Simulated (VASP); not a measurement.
# HfO2: single point with PBE

Crystal: HfO2.

```
CELL_PARAMETERS angstrom
3.57669 0.00000 0.00000
0.00000 3.57669 0.00000
0.00000 0.00000 5.15020
ATOMIC_POSITIONS crystal
Hf 0.50000 0.50000 0.50000
Hf 0.00000 0.00000 0.00000
O 0.00000 0.50000 0.69924
O 0.50000 0.00000 0.80076
O 0.50000 0.00000 0.30076
O 0.00000 0.50000 0.19924
```

This cell differs from its parent crystal: uniaxial z strain -1.0%.

```json
{"Program": "VASP 6.6.1", "Task": "single point", "Functional": "PBE", "Potentials or basis": "VASP PAW PBE potentials, release 64 (Hf_pv, O)", "Cutoff": "520 eV", "k mesh": "8 × 8 × 6", "Occupations": "fermi-dirac, width 0.02 eV", "Spin": "no spin polarisation", "Dipole correction": "no", "Further INCAR settings": "ALGO = Normal; EDIFF = 1e-06; NBANDS = 31"}
```

| Item | Value |
| --- | --- |
| Pressure | 4.1 GPa |
| Largest force | 0.036 eV/Å |
| Band gap on the k mesh | 4.65 eV, indirect (least direct gap 4.73 eV) |

Forces in eV/Å, atoms in the order of the input:
```
Hf   0.000  0.000  0.000
Hf   0.000  0.000  0.000
O    0.000  0.000  0.036
O    0.000  0.000 -0.036
O    0.000  0.000 -0.036
O    0.000  0.000  0.036
```

Stress tensor (GPa, compression positive):
```
3.30 0.00 0.00
0.00 3.30 0.00
0.00 0.00 5.63
```

Levels at points of the mesh, in eV from the valence-band top:
| k point | band 20 | band 21 | band 22 | band 23 | band 24 | band 25 |
| --- | --- | --- | --- | --- | --- | --- |
| (0.00, 0.00, 0.00) | -0.13 | -0.13 | -0.09 | 4.65 | 4.66 | 5.83 |
| (0.50, 0.00, 0.00) | -1.46 | -0.11 | -0.11 | 5.05 | 5.05 | 6.09 |
| (0.50, 0.50, 0.00) | -0.76 | -0.52 | -0.52 | 5.62 | 5.62 | 6.11 |
| (0.00, 0.00, 0.50) | -0.64 | -0.04 | -0.04 | 5.31 | 5.31 | 5.62 |
| (0.50, 0.00, 0.50) | -1.41 | -1.00 | -1.00 | 5.21 | 5.21 | 5.57 |
| (0.50, 0.50, 0.50) | -1.43 | -0.08 | -0.08 | 5.88 | 5.88 | 6.23 |

Wall time 110 s on 1 thread of Intel(R) Xeon(R) Platinum 8488C (Sapphire Rapids), with other jobs on the host, peak memory 0.24 GiB.

Caveat: the cell differs from its parent crystal (uniaxial z strain -1.0%); spin-orbit coupling is left out, which moves the levels of the heavy elements. A k mesh can miss the band edges.
